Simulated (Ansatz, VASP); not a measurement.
## Two plane-wave programs on ScAl2

INCAR

```
SYSTEM = ScAl2
  PREC = Accurate
  ENCUT = 600
  EDIFF = 1E-6
  ISMEAR = 0
  SIGMA = 0.1
  LREAL = .False.
  LASPH = .True.
  NELM = 80
  ALGO = Fast
  ISIF = 3
  LWAVE = .False.
  LCHARG = .False.
  GGA = PS
  IBRION = 2
  NSW = 80
  EDIFFG = -0.01
```

Contents of KPOINTS:

```
regular mesh
0
Gamma
  8 8 8
  0 0 0
```

The input POSCAR:

```
ScAl2
1.0
    0.0000000000      3.7776526849      3.7776526849
    3.7776526849      0.0000000000      3.7776526849
    3.7776526849      3.7776526849      0.0000000000
Sc Al
2 4
Direct
    0.5000000000      0.5000000000      0.5000000000
    0.7500000000      0.7500000000      0.7500000000
    0.1250000000      0.1250000000      0.1250000000
    0.6250000000      0.1250000000      0.1250000000
    0.1250000000      0.6250000000      0.1250000000
    0.1250000000      0.1250000000      0.6250000000
```

Input for Ansatz:

```yaml
crystal:
  lattice:
    - [0.0, 3.7776526849, 3.7776526849]
    - [3.7776526849, 0.0, 3.7776526849]
    - [3.7776526849, 3.7776526849, 0.0]
  atoms:
    - { symbol: Sc, position: [0.5, 0.5, 0.5] }
    - { symbol: Sc, position: [0.75, 0.75, 0.75] }
    - { symbol: Al, position: [0.125, 0.125, 0.125] }
    - { symbol: Al, position: [0.625, 0.125, 0.125] }
    - { symbol: Al, position: [0.125, 0.625, 0.125] }
    - { symbol: Al, position: [0.125, 0.125, 0.625] }
basis:
  ecutwfc: 420
kpoints:
  mp_grid: { grid: [8, 8, 8] }
hamiltonian:
  xc: pbesol
scf:
  occupations: { method: gaussian, width: 0.1 }
output:
  forces: true
  stress: true
  eigenvalues: true
  write_density: true
  write_potential: true
  elf: true
  volumetric_format: npy
relax:
  adjacent_minimum: "off"
  f_tol: 0.01
  max_steps: 60
  cell: { stress_tol: 0.05 }
```

Alike in both runs: task relaxation of cell and atoms; functional PBEsol; k mesh 8 × 8 × 8; occupations gaussian, width 0.1 eV; no spin polarisation.

|  | VASP | Ansatz |
| --- | --- | --- |
| version | VASP 6.6.1 | Ansatz 0.2.0 |
| potentials or method | VASP PAW PBE potentials, release 64 (Sc_sv, Al), cutoff 600 eV | scalar-relativistic, plane waves, PAW |
| valence electrons in the cell | 34 | 34 |

|  | VASP | Ansatz | Ansatz less VASP |
| --- | --- | --- | --- |
| gap on the k mesh at the Fermi level, each at its own relaxed structure (eV) | none | none | - |
| relaxed volume (Å³/atom) | 17.79 | 17.77 | -0.027 |
| relaxed cell length with the largest relative difference (Å) | 5.325 | 5.322 | -0.0027 |

VASP's potentials were made for PBE, not for PBEsol. A gap of «none» marks a metal or a gap that the smearing closes.
